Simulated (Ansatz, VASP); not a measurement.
## One calculation of VH4, two programs

The input POSCAR:

```
VH4
1.0
    2.3966620000      0.0000000000     -4.1093760000
    0.0000000000      4.6061550000      0.0000000000
    2.3974810000      0.0000000000      4.1093760000
H V
8 2
Direct
    0.6614000000      0.4142000000      0.3519000000
    0.8386000000      0.9142000000      0.6481000000
    0.3386000000      0.5858000000      0.6481000000
    0.1614000000      0.0858000000      0.3519000000
    0.1693000000      0.2976000000      0.9255000000
    0.3307000000      0.7976000000      0.0745000000
    0.8307000000      0.7024000000      0.0745000000
    0.6693000000      0.2024000000      0.9255000000
    0.0000000000      0.0000000000      0.0000000000
    0.5000000000      0.5000000000      0.0000000000
```

File INCAR.step1:

```
SYSTEM = VH4
  PREC = Accurate
  ENCUT = 520
  ISMEAR = -1
  SIGMA = 0.1
  LREAL = .False.
  LASPH = .True.
  NELM = 80
  NBANDS = 28
  GGA = PE
  ALGO = Normal
  EDIFF = 1E-4
  LWAVE = .True.
  LCHARG = .False.
```

INCAR.step2

```
SYSTEM = VH4
  PREC = Accurate
  ENCUT = 520
  EDIFF = 1E-6
  ISMEAR = -1
  SIGMA = 0.1
  LREAL = .False.
  LASPH = .True.
  NELM = 80
  ALGO = Normal
  ISIF = 2
  LWAVE = .False.
  LCHARG = .True.
  METAGGA = R2SCAN
  LMIXTAU = .True.
  LELF = .True.
  LVHAR = .True.
  NBANDS = 28
  ISTART = 1
```

The input KPOINTS:

```
regular mesh
0
Gamma
  5 5 5
  0 0 0
```

Input for Ansatz:

```yaml
crystal:
  lattice:
    - [2.396662, 0.0, -4.109376]
    - [0.0, 4.606155, 0.0]
    - [2.397481, 0.0, 4.109376]
  atoms:
    - { symbol: H, position: [0.6614, 0.4142, 0.3519] }
    - { symbol: H, position: [0.8386, 0.9142, 0.6481] }
    - { symbol: H, position: [0.3386, 0.5858, 0.6481] }
    - { symbol: H, position: [0.1614, 0.0858, 0.3519] }
    - { symbol: V, position: [0.0, 0.0, 0.0] }
    - { symbol: V, position: [0.5, 0.5, 0.0] }
    - { symbol: H, position: [0.1693, 0.2976, 0.9255] }
    - { symbol: H, position: [0.3307, 0.7976, 0.0745] }
    - { symbol: H, position: [0.8307, 0.7024, 0.0745] }
    - { symbol: H, position: [0.6693, 0.2024, 0.9255] }
  symmetry: { tolerance: 0.0003 }
kpoints:
  mp_grid: { grid: [5, 5, 5], shift: [0, 0, 0] }
  band_path:
    path:
      - [0.0, 0.0, 0.0]
      - [0.0, -0.5, 0.0]
      - [-0.5, -0.5, 0.0]
      - [-0.5, 0.0, 0.0]
      - [0.0, 0.0, 0.0]
      - [-0.5, 0.0, 0.5]
      - [-0.5, -0.5, 0.5]
      - [0.0, -0.5, 0.0]
      - [0.0, -0.5, 0.5]
      - [0.0, 0.0, 0.5]
      - [0.0, 0.0, 0.0]
    npoints: 6
magnetization:
  spin_polarized: false
scf:
  occupations: { method: fermi_dirac }
  lower_state_search: "off"
  max_iter: 200
hamiltonian:
  pseudopotentials: { kind: paw }
  xc: r2scan
basis:
  ecutwfc: 500
  fft_grid_basis: typed
output:
  forces: true
  stress: true
  eigenvalues: true
  bader: true
  populations: true
  elf: true
  write_potential: true
  volumetric_format: npy
  dos:
    e_range: [-12, 8]
    de: 0.05
    projected: { site_lists: { H: [H], V: [V] } }
checkpoint:
  read: saved_state
```

Alike in both runs: task single point; functional r2SCAN; k mesh 5 × 5 × 5; no spin polarisation.

|  | VASP | Ansatz |
| --- | --- | --- |
| version | VASP 6.6.1 | Ansatz 0.2.0 |
| potentials or method | VASP PAW PBE potentials, release 64 (H, V_sv), cutoff 520 eV | PAW plane waves |
| occupations | fermi-dirac, width 0.1 eV | fermi-dirac |
| valence electrons in the cell | 34 | 34 |

Ansatz gave:

```
pressure (GPa)                     : 8.8
rms of the force components (eV/Å) : 1.203
```

Which values does VASP return?

Pressure (GPa): 8.7; rms of the force components (eV/Å): 1.207.

VASP's potentials were made for PBE, not for r2SCAN.
